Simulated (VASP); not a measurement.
# C (Fd-3m) in VASP: a series of runs

The runs below take C through single point, with PBE, r2SCAN.

All numbers are computed with VASP 6.6.1; they aren't measurements. Logs are shortened: lines on timing, memory, paths and dates and some standing lists are left out, and cuts for length are marked.

**1. The cell of the first run**

The structure is cubic, space group Fd-3m (No. 227). The conventional cell has a = 3.613 Å, b = 3.613 Å, c = 3.613 Å, α = 90.00°, β = 90.00°, γ = 90.00°. C (site symmetry -43m) has 4 C at 1.56 Å within 2.1 Å.

**2. Single point, PBE**

Input file INCAR:

```
SYSTEM = C
  PREC = Accurate
  ENCUT = 600
  EDIFF = 1E-6
  ISMEAR = 0
  SIGMA = 0.05
  LREAL = .False.
  LASPH = .True.
  NELM = 120
  ALGO = Normal
  ISIF = 2
  LWAVE = .False.
  LCHARG = .True.
  GGA = PE
  LELF = .True.
  LVHAR = .True.
  NBANDS = 11
  GGA_COMPAT = .False.
```

Input file KPOINTS:

```
regular mesh
0
Gamma
  10 10 10
  0 0 0
```

Input file POSCAR:

```
C
1.0
    0.0000000000      1.8065450055      1.8065450055
    1.8065450055      0.0000000000      1.8065450055
    1.8065450055      1.8065450055      0.0000000000
C
2
Direct
    0.7500000000      0.7500000000      0.7500000000
    0.5000000000      0.5000000000      0.5000000000
```

Potentials or basis: VASP PAW PBE potentials, release 64 (C).

Command:

```sh
$ cat potpaw_PBE.64/C/POTCAR > POTCAR
$ mpirun -np 1 vasp_std > vasp.out
```

OUTCAR:

```text
SYSTEM = C
   PREC = Accurate
   ENCUT = 600
   EDIFF = 1E-6
   ISMEAR = 0
   LREAL = .False.
   LASPH = .True.
   NELM = 120
   ISIF = 2
   GGA = PE

 ion  position               nearest neighbor table
   1  0.750  0.750  0.750-   2 1.56   2 1.56   2 1.56   2 1.56
   2  0.500  0.500  0.500-   1 1.56   1 1.56   1 1.56   1 1.56

  LATTYP: Found a face centered cubic cell.
 ALAT       =     3.6130900110

  Lattice vectors:

 A1 = (   0.0000000000,   1.8065450055,   1.8065450055)
 A2 = (   1.8065450055,   0.0000000000,   1.8065450055)
 A3 = (   1.8065450055,   1.8065450055,   0.0000000000)

Analysis of symmetry for initial positions (statically):
=====================================================================
 Subroutine PRICEL returns:
 Original cell was already a primitive cell.

 Routine SETGRP: Setting up the symmetry group for a
 face centered cubic supercell.

 Subroutine GETGRP returns: Found 48 space group operations
 (whereof 24 operations were pure point group operations)
 out of a pool of 48 trial point group operations.

The static configuration has the point symmetry T_d .
 The point group associated with its full space group is O_h .

Analysis of symmetry for dynamics (positions and initial velocities):
=====================================================================
 Subroutine PRICEL returns:
 Original cell was already a primitive cell.

 Routine SETGRP: Setting up the symmetry group for a
 face centered cubic supercell.

 Subroutine GETGRP returns: Found 48 space group operations
 (whereof 24 operations were pure point group operations)
 out of a pool of 48 trial point group operations.

The dynamic configuration has the point symmetry T_d .
 The point group associated with its full space group is O_h .

 Subroutine INISYM returns: Found 48 space group operations
 (whereof 24 operations are pure point group operations),
 and found     1 'primitive' translations

----------------------------------------------------------------------------------------

                                     Primitive cell

  volume of cell :      11.7917

  direct lattice vectors                    reciprocal lattice vectors
     0.000000000  1.806545006  1.806545006    -0.276771405  0.276771405  0.276771405
     1.806545006  0.000000000  1.806545006     0.276771405 -0.276771405  0.276771405
     1.806545006  1.806545006  0.000000000     0.276771405  0.276771405 -0.276771405

  length of vectors
     2.554840448  2.554840448  2.554840448     0.479382136  0.479382136  0.479382136

  position of ions in fractional coordinates (direct lattice)
     0.750000000  0.750000000  0.750000000
     0.500000000  0.500000000  0.500000000

  ion indices of the primitive-cell ions
   primitive index   ion index
                 1           1
                 2           2

----------------------------------------------------------------------------------------

 KPOINTS: regular mesh

Automatic generation of k-mesh.
 Grid dimensions read from file:
 generate k-points for:   10   10   10

 Generating k-lattice:

  Cartesian coordinates                     Fractional coordinates (reciprocal lattice)
    -0.027677141  0.027677141  0.027677141     0.100000000  0.000000000  0.000000000
     0.027677141 -0.027677141  0.027677141     0.000000000  0.100000000  0.000000000
     0.027677141  0.027677141 -0.027677141     0.000000000  0.000000000  0.100000000

  Length of vectors
     0.047938214  0.047938214  0.047938214

  Shift w.r.t. Gamma in fractional coordinates (k-lattice)
     0.000000000  0.000000000  0.000000000

 Subroutine IBZKPT returns following result:
 ===========================================

 Found     47 irreducible k-points:

 Following reciprocal coordinates:
            Coordinates               Weight
  0.000000  0.000000  0.000000      1.000000
  0.100000  0.000000  0.000000      8.000000
  0.200000  0.000000  0.000000      8.000000
  0.300000  0.000000  0.000000      8.000000
  0.400000  0.000000  0.000000      8.000000
  0.500000  0.000000  0.000000      4.000000
[... 16 lines left out ...]
  0.300000  0.300000  0.000000      6.000000
  0.400000  0.300000  0.000000     24.000000
 [... further k-points ...]
   k-points           NKPTS =     47   k-points in BZ     NKDIM =     47   number of bands    NBANDS=     11
   number of dos      NEDOS =    301   number of ions     NIONS =      2
   total plane-waves  NPLWV =   8000
   dimension x,y,z NGX =    20 NGY =   20 NGZ =   20
   dimension x,y,z NGXF=    40 NGYF=   40 NGZF=   40
   ions per type =               2
   NGX,Y,Z   is equivalent  to a cutoff of  13.01, 13.01, 13.01 a.u.
   NGXF,Y,Z  is equivalent  to a cutoff of  26.03, 26.03, 26.03 a.u.
 SYSTEM =  C
   PREC   = accura    normal or accurate (medium, high low for compatibility)
   ISTART =      0    job   : 0-new  1-cont  2-samecut
   ICHARG =      2    charge: 1-file 2-atom 10-const
   ISPIN  =      1    spin polarized calculation?
   LNONCOLLINEAR =      F non collinear calculations
   LSORBIT =      F    spin-orbit coupling
   LASPH  =      T    aspherical Exc in radial PAW
   ENCUT  =  600.0 eV  44.10 Ry    6.64 a.u.   5.10  5.10  5.10*2*pi/ulx,y,z
   NELM   =    120;   NELMIN=  2; NELMDL= -5     # of ELM steps
   EDIFF  = 0.1E-05   stopping-criterion for ELM
   LREAL  =      F    real-space projection
   EDIFFG = 0.1E-04   stopping-criterion for IOM
   NSW    =      0    number of steps for IOM
   IBRION =     -1    ionic relax: 0-MD 1-quasi-New 2-CG
   NFREE  =      0    steps in history (QN), initial steepest desc. (CG)
   ISIF   =      2    stress and relaxation
   ISYM   =      2    0-nonsym 1-usesym 2-fastsym
   POTIM  = 0.5000    time-step for ionic-motion
   TEBEG  =    0.0;   TEEND  =   0.0 temperature during run
   PSTRESS=    0.0 pullay stress
   NELECT =       8.0000    total number of electrons
   NUPDOWN=      -1.0000    fix difference up-down
   EMIN   =  10.00;   EMAX   =-10.00  energy-range for DOS
   EFERMI =   0.00;   METHOD = LEGACY
   ISMEAR =     0;   SIGMA  =   0.05  broadening in eV -4-tet -1-fermi 0-gaus
   EFERMI_NEDOS =   21; number of points for ismear=-14 and -15
   IALGO  =     38    algorithm
   IMIX   =      4    mixing-type and parameters
     AMIX     =   0.40;   BMIX     =  1.00
     AMIX_MAG =   1.60;   BMIX_MAG =  1.00
  volume/ion in A,a.u.               =       5.90        39.79
  Fermi-wavevector in a.u.,A,eV,Ry     =   1.438509  2.718389 28.154663  2.069309
  Thomas-Fermi vector in A             =   2.557468
   LORBIT       =      0    0 simple, 1 ext, 2 COOP (PROOUT), +10 PAW based schemes
   GGA     = PE    functional components
   LHFCALC =     F    Hartree Fock is set to
   AEXX    =    0.0000 exact exchange contribution
   IVDW    =     0    specifies the selected vdW correction
   LEPSILON=     F    determine dielectric tensor
   LRPA    =     F    only Hartree local field effects (RPA)
 non-spin polarized calculation
 Gauss-broadening in eV      SIGMA  =   0.05
  energy-cutoff  :      600.00
  volume of cell :       11.79
 maximum number of plane-waves:       411
   NGX = 11   NGY = 11   NGZ = 11

 number of electron       8.0000000 magnetization

 Free energy of the ion-electron system (eV)
  ---------------------------------------------------
  ext. energy  EPLUGINS =         0.00000000
  ---------------------------------------------------
  free energy    TOTEN  =       -18.17374749 eV

  energy without entropy =      -18.17374749  energy(sigma->0) =      -18.17374749

 E-fermi :   9.4235     XC(G=0): -13.0571

 val. band max:        9.1756432036   @ k =   0.0000   0.0000   0.0000
 cond. band min:      13.2638110972   @ k =   0.4000   0.4000   0.0000
 fundamental gap:      4.0881678936
 Fermi energy:         9.4234630873

 k-point     1 :       0.0000    0.0000    0.0000
  band No.  band energies     occupation
      1     -11.7869      2.00000
      2       9.1756      2.00000
      3       9.1756      2.00000
      4       9.1756      2.00000
      5      14.6599      0.00000
      6      14.6599      0.00000
      7      14.6599      0.00000
      8      21.6303      0.00000
      9      27.9838      0.00000
     10      35.2913      0.00000
     11      35.2913      0.00000

 k-point     2 :       0.1000    0.0000    0.0000
  band No.  band energies     occupation
      1     -11.5174      2.00000
      2       7.5503      2.00000
      3       8.7484      2.00000
      4       8.7484      2.00000
      5      15.2217      0.00000
      6      15.2217      0.00000
      7      15.5412      0.00000
      8      21.9079      0.00000
      9      28.4232      0.00000
     10      32.8470      0.00000
     11      32.8470      0.00000

 k-point     3 :       0.2000    0.0000    0.0000
  band No.  band energies     occupation
      1     -10.7145      2.00000
      2       4.4308      2.00000
      3       7.9049      2.00000
      4       7.9049      2.00000
      5      16.3131      0.00000
      6      16.3131      0.00000
      7      16.6222      0.00000
      8      22.6876      0.00000
      9      29.1835      0.00000
     10      31.3694      0.00000
     11      31.3694      0.00000
[... 267 lines left out ...]
 k-point    23 :       0.3000    0.3000    0.0000
  band No.  band energies     occupation
      1      -8.6042      2.00000
      2       3.1739      2.00000
      3       4.4752      2.00000
      4       4.4752      2.00000
      5      13.3208      0.00000
      6      17.6736      0.00000
      7      21.8611      0.00000
      8      21.8611      0.00000
      9      29.2438      0.00000
     10      31.4604      0.00000
     11      39.3939      0.00000

 k-point    24 :       0.4000    0.3000    0.0000
  band No.  band energies     occupation
      1      -7.3236      2.00000
      2       1.2600      2.00000
      3       3.4093      2.00000
      4       4.0192      2.00000
      5      13.8657      0.00000
      6      17.0382      0.00000
      7      22.8128      0.00000
      8      22.8351      0.00000
      9      30.1673      0.00000
     10      31.4766      0.00000
     11      39.3510      0.00000

 [... further k-points ...]

------------------------ aborting loop because EDIFF is reached ----------------------------------------

  FORCE on cell =-STRESS in cart. coord.  units (eV):
  Direction    XX          YY          ZZ          XY          YZ          ZX
  --------------------------------------------------------------------------------------
  -------------------------------------------------------------------------------------
  Total       -1.0412506     -1.0412506     -1.0412506      0.0000000      0.0000000     -0.0000000
  in kB     -141.4781966   -141.4781966   -141.4781966      0.0000000      0.0000000     -0.0000000
  external PRESSURE =    -141.4781966 kB  Pullay stress =       0.0000000 kB

 VOLUME and BASIS-vectors are now :
 -----------------------------------------------------------------------------
  energy-cutoff  :      600.00
  volume of cell :       11.79
      direct lattice vectors                 reciprocal lattice vectors
     0.000000000  1.806545006  1.806545006    -0.276771405  0.276771405  0.276771405
     1.806545006  0.000000000  1.806545006     0.276771405 -0.276771405  0.276771405
     1.806545006  1.806545006  0.000000000     0.276771405  0.276771405 -0.276771405

 POSITION                                       TOTAL-FORCE (eV/Angst)
 -----------------------------------------------------------------------------------
      2.70982      2.70982      2.70982         0.000000      0.000000      0.000000
      1.80655      1.80655      1.80655        -0.000000     -0.000000     -0.000000
 -----------------------------------------------------------------------------------
    total drift:                                0.000000     -0.000000      0.000000

  FREE ENERGIE OF THE ION-ELECTRON SYSTEM (eV)
  ---------------------------------------------------
  free  energy   TOTEN  =       -18.1737474879 eV

  energy  without entropy=      -18.1737474879  energy(sigma->0) =      -18.17374749
```

Run time: 7.4 s. Hardware: 1 thread of Intel Xeon Platinum 8488C (Sapphire Rapids), shared host; peak memory 0.12 GiB.

Results:

```
Free energy            : -18.1737 eV
Pressure               : -14.1 GPa
Band gap on the k mesh : 4.09 eV, indirect (least direct gap 5.48 eV)
```

Levels at points of the mesh, in eV from the valence-band top:
```csv
k point,band 1,band 2,band 3,band 4,band 5,band 6,band 7,band 8,band 9
"(0.00, 0.00, 0.00)",-20.96,0.00,0.00,0.00,5.48,5.48,5.48,12.45,18.81
"(0.50, 0.00, 0.00)",-15.41,-12.95,-2.70,-2.70,8.30,8.30,8.33,15.33,21.34
"(0.50, 0.50, 0.00)",-12.49,-12.49,-6.07,-6.07,4.68,4.68,16.22,16.22,22.52
```

(Continued in part 2 of 2.)
